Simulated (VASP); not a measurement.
# SnO (P4/nmm) in VASP: a series of runs, part 3 of 3

VASP 6.6.1. Earlier steps stand in the parts before.

### 5 Single point, PBE

This run uses another cell than the first one, of 17.99 Å³/atom.

Input file INCAR:

```
  PREC = Accurate
  ENCUT = 520
  EDIFF = 1E-7
  ISMEAR = 0
  SIGMA = 0.01
  LREAL = False
  LASPH = True
  NELM = 100
  ALGO = Normal
  ISIF = 2
  LWAVE = False
  LCHARG = True
  GGA = PE
  LELF = True
  LVHAR = True
  NBANDS = 28
```

Input file KPOINTS:

```
regular mesh
0
Gamma
  10 10 8
```

Input file POSCAR:

```
SnO
1.0
    3.6361670550      0.0000000000      0.0000000000
    0.0000000000      3.6361670550      0.0000000000
    0.0000000000      0.0000000000      5.4423908306
Sn O
2 2
Direct
    0.0000000000      0.5000000000      0.2271675783
    0.5000000000      0.0000000000      0.7728324217
    0.5000000000      0.5000000000      0.0000000000
    0.0000000000      0.0000000000      0.0000000000
```

Potentials or basis: VASP PAW PBE potentials, release 64 (Sn_d, O).

Command:

```sh
$ cat potpaw_PBE.64/Sn_d/POTCAR potpaw_PBE.64/O/POTCAR > POTCAR
$ mpirun -np 1 vasp_std > vasp.out
```

OUTCAR:

```text
PREC = Accurate
   ENCUT = 520
   EDIFF = 1E-7
   ISMEAR = 0
   LREAL = False
   LASPH = True
   NELM = 100
   ISIF = 2
   GGA = PE

 ion  position               nearest neighbor table
   1  0.000  0.500  0.227-   3 2.20   4 2.20   4 2.20   3 2.20   2 3.57   2 3.57   2 3.57   2 3.57

   2  0.500  0.000  0.773-   3 2.20   4 2.20   3 2.20   4 2.20   1 3.57   1 3.57   1 3.57   1 3.57

   3  0.500  0.500  0.000-   1 2.20   2 2.20   2 2.20   1 2.20
   4  0.000  0.000  0.000-   1 2.20   2 2.20   1 2.20   2 2.20
[... 948 lines left out ...]
  Direction    XX          YY          ZZ          XY          YZ          ZX
  --------------------------------------------------------------------------------------
  -------------------------------------------------------------------------------------
  Total        5.0378210      5.0378210      0.1525442      0.0000000      0.0000000      0.0000000
  in kB      112.1697975    112.1697975      3.3964777      0.0000000      0.0000000      0.0000000
  external PRESSURE =      75.9120243 kB  Pullay stress =       0.0000000 kB

 VOLUME and BASIS-vectors are now :
 -----------------------------------------------------------------------------
  energy-cutoff  :      520.00
  volume of cell :       71.96
      direct lattice vectors                 reciprocal lattice vectors
     3.636167055  0.000000000  0.000000000     0.275014867  0.000000000  0.000000000
     0.000000000  3.636167055  0.000000000     0.000000000  0.275014867  0.000000000
     0.000000000  0.000000000  5.442390831     0.000000000  0.000000000  0.183742776

 POSITION                                       TOTAL-FORCE (eV/Angst)
 -----------------------------------------------------------------------------------
      0.00000      1.81808      1.23633         0.000000      0.000000      0.092425
      1.81808      0.00000      4.20606         0.000000      0.000000     -0.092425
      1.81808      1.81808      0.00000        -0.000000     -0.000000      0.000000
      0.00000      0.00000      0.00000         0.000000      0.000000      0.000000
 -----------------------------------------------------------------------------------
    total drift:                                0.000000      0.000000     -0.000000

  FREE ENERGIE OF THE ION-ELECTRON SYSTEM (eV)
  ---------------------------------------------------
  free  energy   TOTEN  =       -22.4225553085 eV

  energy  without entropy=      -22.4225553085  energy(sigma->0) =      -22.42255531
```

OSZICAR:

```text
N       E                     dE             d eps       ncg     rms          rms(c)
DAV:   1     0.420296655952E+03    0.42030E+03   -0.19993E+04  6088   0.217E+03
DAV:   2     0.375294076975E+02   -0.38277E+03   -0.36697E+03  6144   0.537E+02
DAV:   3    -0.234105914961E+02   -0.60940E+02   -0.59801E+02  6676   0.181E+02
DAV:   4    -0.262864717392E+02   -0.28759E+01   -0.28616E+01  6672   0.420E+01
DAV:   5    -0.263569390042E+02   -0.70467E-01   -0.70458E-01  6508   0.705E+00    0.120E+01
DAV:   6    -0.223968946310E+02    0.39600E+01   -0.16240E+01  9500   0.452E+01    0.476E+00
DAV:   7    -0.224479913976E+02   -0.51097E-01   -0.20479E+00  6604   0.843E+00    0.256E+00
DAV:   8    -0.224308703353E+02    0.17121E-01   -0.28877E-01  8268   0.399E+00    0.820E-01
DAV:   9    -0.224213429837E+02    0.95274E-02   -0.54208E-02  8928   0.263E+00    0.216E-01
DAV:  10    -0.224227755006E+02   -0.14325E-02   -0.77516E-03  7532   0.804E-01    0.134E-01
DAV:  11    -0.224225158317E+02    0.25967E-03   -0.18903E-03  8536   0.447E-01    0.271E-02
DAV:  12    -0.224225650965E+02   -0.49265E-04   -0.33662E-04  6316   0.101E-01    0.367E-02
DAV:  13    -0.224225555726E+02    0.95239E-05   -0.43803E-05  8152   0.659E-02    0.756E-03
DAV:  14    -0.224225553247E+02    0.24790E-06   -0.51022E-06  6360   0.133E-02    0.209E-03
DAV:  15    -0.224225553085E+02    0.16233E-07   -0.37838E-07  5256   0.562E-03
   1 F= -.22422555E+02 E0= -.22422555E+02  d E =-.417696E-72
```

stdout:

```text
POSCAR found type information on POSCAR SnO
 POSCAR found :  2 types and       4 ions
 scaLAPACK will be used
 LDA part: xc-table for (Slater+PW92), standard interpolation
 POSCAR, INCAR and KPOINTS ok, starting setup
 FFT: planning ... GRIDC
 FFT: planning ... GRID_SOFT
 FFT: planning ... GRID
 WAVECAR not read
 entering main loop
```

Run time: 2.9 min. Hardware: 1 thread of Intel Xeon Platinum 8559C (Emerald Rapids), shared host; peak memory 0.29 GiB.

Results:

- Free energy: -22.4226 eV
- Pressure: 7.6 GPa
- Largest force: 0.092 eV/Å
- Band gap on the k mesh: 0.25 eV (least direct gap 2.30 eV)

Forces on the atoms (eV/Å):
```
Sn   0.000  0.000  0.092
Sn   0.000  0.000 -0.092
O    0.000  0.000  0.000
O    0.000  0.000  0.000
```

Stress tensor (GPa, compression positive):
```
11.22  0.00  0.00
 0.00 11.22  0.00
 0.00  0.00  0.34
```

Caveat: the stress differs along the axes, from 0 to 11 GPa; semilocal functionals underestimate gaps, and a narrow one can read as zero; spin-orbit coupling is left out, which moves the levels of the heavy elements. A k mesh can miss the band edges.

### 6 Single point, PBE (biaxial strain in the a-b plane: -4.0 %, then relaxed in part)

Input file INCAR:

```
PREC     = Accurate       # precision mode
ENCUT    = 520            # plane-wave cutoff, eV
EDIFF    = 1E-6           # SCF threshold, eV
ISMEAR   = 0              # smearing method
SIGMA    = 0.01           # smearing width, eV
LREAL    = False          # projectors in reciprocal space
LASPH    = True           # aspherical terms in the spheres
NELM     = 100            # most SCF steps
ALGO     = Normal         # electronic algorithm
ISIF     = 2              # what is computed and relaxed
LWAVE    = False          # write WAVECAR
LCHARG   = True           # write CHGCAR
GGA      = PE             # functional
LELF     = True           # ELF
LVHAR    = True         
NBANDS   = 28             # bands
```

KPOINTS is that of step 5.

Input file POSCAR:

```
SnO
1.0
    3.7135323115      0.0000000000      0.0000000000
    0.0000000000      3.7135323115      0.0000000000
    0.0000000000      0.0000000000      5.2791820665
Sn O
2 2
Direct
    0.0000000000      0.5000000000      0.2293862532
    0.5000000000      0.0000000000      0.7706137468
    0.5000000000      0.5000000000      0.0000000000
    0.0000000000      0.0000000000      0.0000000000
```

Potentials or basis: VASP PAW PBE potentials, release 64 (Sn_d, O).

Command:

```sh
$ cat potpaw_PBE.64/Sn_d/POTCAR potpaw_PBE.64/O/POTCAR > POTCAR
$ mpirun -np 1 vasp_std > vasp.out
```

OUTCAR:

```text
PREC = Accurate
   ENCUT = 520
   EDIFF = 1E-6
   ISMEAR = 0
   LREAL = False
   LASPH = True
   NELM = 100
   ISIF = 2
   GGA = PE

 ion  position               nearest neighbor table
   1  0.000  0.500  0.229-   3 2.22   4 2.22   4 2.22   3 2.22   2 3.57   2 3.57   2 3.57   2 3.57

   2  0.500  0.000  0.771-   3 2.22   4 2.22   3 2.22   4 2.22   1 3.57   1 3.57   1 3.57   1 3.57

   3  0.500  0.500  0.000-   1 2.22   2 2.22   2 2.22   1 2.22
   4  0.000  0.000  0.000-   1 2.22   2 2.22   1 2.22   2 2.22

  LATTYP: Found a simple tetragonal cell.
 ALAT       =     3.7135323115
 C/A-ratio  =     1.4216066062

  Lattice vectors:

 A1 = (   3.7135323115,   0.0000000000,   0.0000000000)
 A2 = (   0.0000000000,   3.7135323115,   0.0000000000)
 A3 = (   0.0000000000,   0.0000000000,   5.2791820665)

Analysis of symmetry for initial positions (statically):
=====================================================================
 Subroutine PRICEL returns:
 Original cell was already a primitive cell.

 Routine SETGRP: Setting up the symmetry group for a
 simple tetragonal supercell.

 Subroutine GETGRP returns: Found 16 space group operations
 (whereof  8 operations were pure point group operations)
 out of a pool of 16 trial point group operations.

The static configuration has the point symmetry D_2d.
 The point group associated with its full space group is D_4h.

Analysis of symmetry for dynamics (positions and initial velocities):
=====================================================================
 Subroutine PRICEL returns:
 Original cell was already a primitive cell.

 Routine SETGRP: Setting up the symmetry group for a
 simple tetragonal supercell.

 Subroutine GETGRP returns: Found 16 space group operations
 (whereof  8 operations were pure point group operations)
 out of a pool of 16 trial point group operations.

The dynamic configuration has the point symmetry D_2d.
[... 121 lines left out ...]
   IALGO  =     38    algorithm
   IMIX   =      4    mixing-type and parameters
     AMIX     =   0.40;   BMIX     =  1.00
     AMIX_MAG =   1.60;   BMIX_MAG =  1.00
  volume/ion in A,a.u.               =      18.20       122.82
  Fermi-wavevector in a.u.,A,eV,Ry     =   1.340853  2.533845 24.461732  1.797887
  Thomas-Fermi vector in A             =   2.469133
   LORBIT       =      0    0 simple, 1 ext, 2 COOP (PROOUT), +10 PAW based schemes
   GGA     = PE    functional components
   LHFCALC =     F    Hartree Fock is set to
   AEXX    =    0.0000 exact exchange contribution
   IVDW    =     0    specifies the selected vdW correction
   LEPSILON=     F    determine dielectric tensor
   LRPA    =     F    only Hartree local field effects (RPA)
 non-spin polarized calculation
 Gauss-broadening in eV      SIGMA  =   0.01
  energy-cutoff  :      520.00
  volume of cell :       72.80
 maximum number of plane-waves:      1984
 NGX is ok and might be reduce to    28
   NGX = 13   NGY = 13   NGZ = 19

 number of electron      39.9999999 magnetization

 Free energy of the ion-electron system (eV)
  ---------------------------------------------------
  ext. energy  EPLUGINS =         0.00000000
  ---------------------------------------------------
  free energy    TOTEN  =       -22.59537793 eV

  energy without entropy =      -22.59537793  energy(sigma->0) =      -22.59537793

 E-fermi :   6.9315     XC(G=0): -10.0096

 val. band max:        6.8853705775   @ k =   0.0000   0.0000   0.0000
 cond. band min:       7.0653662336   @ k =   0.5000   0.5000   0.0000
 fundamental gap:      0.1799956561
 Fermi energy:         6.9315331002

 k-point     1 :       0.0000    0.0000    0.0000
  band No.  band energies     occupation
      1     -15.2170      2.00000
      2     -14.8206      2.00000
      3     -14.7677      2.00000
      4     -14.7677      2.00000
      5     -14.7428      2.00000
      6     -14.7100      2.00000
[... 733 lines left out ...]
     27      14.2906      0.00000
     28      16.8493      0.00000

 [... further k-points ...]

------------------------ aborting loop because EDIFF is reached ----------------------------------------

  FORCE on cell =-STRESS in cart. coord.  units (eV):
  Direction    XX          YY          ZZ          XY          YZ          ZX
  --------------------------------------------------------------------------------------
  -------------------------------------------------------------------------------------
  Total        3.2564091      3.2564091      0.1288005      0.0000000      0.0000000      0.0000000
  in kB       71.6652272     71.6652272      2.8345700      0.0000000      0.0000000      0.0000000
  external PRESSURE =      48.7216748 kB  Pullay stress =       0.0000000 kB

 VOLUME and BASIS-vectors are now :
 -----------------------------------------------------------------------------
  energy-cutoff  :      520.00
  volume of cell :       72.80
      direct lattice vectors                 reciprocal lattice vectors
     3.713532311  0.000000000  0.000000000     0.269285391  0.000000000  0.000000000
     0.000000000  3.713532311  0.000000000     0.000000000  0.269285391  0.000000000
     0.000000000  0.000000000  5.279182066     0.000000000  0.000000000  0.189423283

 POSITION                                       TOTAL-FORCE (eV/Angst)
 -----------------------------------------------------------------------------------
      0.00000      1.85677      1.21097         0.000000      0.000000      0.087365
      1.85677      0.00000      4.06821         0.000000      0.000000     -0.087365
      1.85677      1.85677      0.00000         0.000000     -0.000000      0.000000
      0.00000      0.00000      0.00000         0.000000      0.000000      0.000000
 -----------------------------------------------------------------------------------
    total drift:                                0.000000      0.000000      0.000000

  FREE ENERGIE OF THE ION-ELECTRON SYSTEM (eV)
  ---------------------------------------------------
  free  energy   TOTEN  =       -22.5953779338 eV

  energy  without entropy=      -22.5953779338  energy(sigma->0) =      -22.59537793
```

OSZICAR:

```text
N       E                     dE             d eps       ncg     rms          rms(c)
DAV:   1     0.419213926042E+03    0.41921E+03   -0.19985E+04  6048   0.216E+03
DAV:   2     0.375173200921E+02   -0.38170E+03   -0.36678E+03  6148   0.536E+02
DAV:   3    -0.234304776710E+02   -0.60948E+02   -0.59610E+02  6680   0.180E+02
DAV:   4    -0.263812787365E+02   -0.29508E+01   -0.29360E+01  6716   0.425E+01
DAV:   5    -0.264526992012E+02   -0.71420E-01   -0.71405E-01  6496   0.711E+00    0.119E+01
DAV:   6    -0.225947241314E+02    0.38580E+01   -0.16726E+01  9488   0.451E+01    0.486E+00
DAV:   7    -0.226175618083E+02   -0.22838E-01   -0.20683E+00  6932   0.854E+00    0.253E+00
DAV:   8    -0.226023747236E+02    0.15187E-01   -0.28480E-01  7972   0.377E+00    0.814E-01
DAV:   9    -0.225942233584E+02    0.81514E-02   -0.49388E-02  9112   0.239E+00    0.228E-01
DAV:  10    -0.225956465387E+02   -0.14232E-02   -0.74091E-03  7600   0.770E-01    0.139E-01
DAV:  11    -0.225953437486E+02    0.30279E-03   -0.19971E-03  8744   0.435E-01    0.252E-02
DAV:  12    -0.225953870492E+02   -0.43301E-04   -0.29844E-04  6180   0.981E-02    0.359E-02
DAV:  13    -0.225953780605E+02    0.89887E-05   -0.42479E-05  8292   0.619E-02    0.641E-03
DAV:  14    -0.225953779338E+02    0.12667E-06   -0.56199E-06  6172   0.135E-02
   1 F= -.22595378E+02 E0= -.22595378E+02  d E =-.392295E-14
```

It took 2 min on 1 thread of Intel Xeon Platinum 8559C (Emerald Rapids), shared host; peak memory 0.29 GiB.

Results:

* Free energy: -22.5954 eV
* Pressure: 4.9 GPa
* Largest force: 0.087 eV/Å
* Band gap on the k mesh: 0.18 eV (least direct gap 2.11 eV)

Forces in eV/Å, atoms in the order of the input:
```
Sn   0.000  0.000  0.087
Sn   0.000  0.000 -0.087
O    0.000  0.000  0.000
O    0.000  0.000  0.000
```

Levels at points of the mesh, in eV from the valence-band top:
| k point | band 17 | band 18 | band 19 | band 20 | band 21 | band 22 | band 23 | band 24 |
| --- | --- | --- | --- | --- | --- | --- | --- | --- |
| (0.00, 0.00, 0.00) | -3.61 | -2.99 | -2.99 | 0.00 | 2.11 | 3.78 | 4.99 | 4.99 |
| (0.50, 0.00, 0.00) | -4.77 | -4.77 | -2.83 | -2.83 | 2.62 | 2.62 | 5.89 | 5.89 |
| (0.50, 0.50, 0.00) | -2.34 | -2.34 | -2.08 | -2.08 | 0.18 | 0.18 | 4.07 | 4.07 |
| (0.00, 0.00, 0.50) | -3.64 | -3.00 | -3.00 | -2.76 | 2.16 | 3.33 | 3.33 | 4.16 |
| (0.50, 0.00, 0.50) | -4.75 | -4.75 | -1.99 | -1.99 | 1.96 | 1.96 | 5.78 | 5.78 |
| (0.50, 0.50, 0.50) | -2.57 | -2.57 | -2.34 | -2.34 | 2.20 | 2.20 | 3.23 | 3.23 |

Caveat: the cell differs from its parent crystal (biaxial strain in the a-b plane: -4.0 %, then relaxed in part); the stress differs along the axes, from 0 to 7 GPa; semilocal functionals underestimate gaps, and a narrow one can read as zero; spin-orbit coupling is left out, which moves the levels of the heavy elements. A k mesh can miss the band edges.

### 7 Overview

| cell | gap on the mesh (eV) | pressure (GPa) | largest force (eV/Å) |
| --- | --- | --- | --- |
| a = 3.636, b = 3.636, c = 5.249 Å, 4 atoms, atomic positions A | none | 10.6 | 0.75 |
| a = 3.714, b = 3.714, c = 5.188 Å, 4 atoms, atomic positions B | 0.12 | 6.4 | 0.46 |
| a = 3.636, b = 3.636, c = 5.442 Å, 4 atoms, atomic positions C | 0.25 | 7.6 | 0.09 |
| a = 3.714, b = 3.714, c = 5.279 Å, 4 atoms, atomic positions A | 0.18 | 4.9 | 0.09 |

Alike in all rows: task single point; level PBE; potentials or basis VASP PAW PBE potentials, release 64 (Sn_d, O); no spin polarisation; k mesh 10 × 10 × 8; cutoff (eV) 520; smearing gaussian 0.01 eV.

Caveats: semilocal functionals underestimate gaps, and a narrow one can read as zero; spin-orbit coupling is left out, which moves the levels of the heavy elements; the stress differs along the axes, from 4 to 14 GPa (at least some runs); the stress differs along the axes, from 2 to 8 GPa (at least some runs); the stress differs along the axes, from 0 to 11 GPa (at least some runs); the stress differs along the axes, from 0 to 7 GPa (at least some runs).

Total energies depend on the potentials used, so only differences within one code and one set of settings carry meaning.

The gap in the log of VASP goes by the Fermi energy; the results here count the filled bands.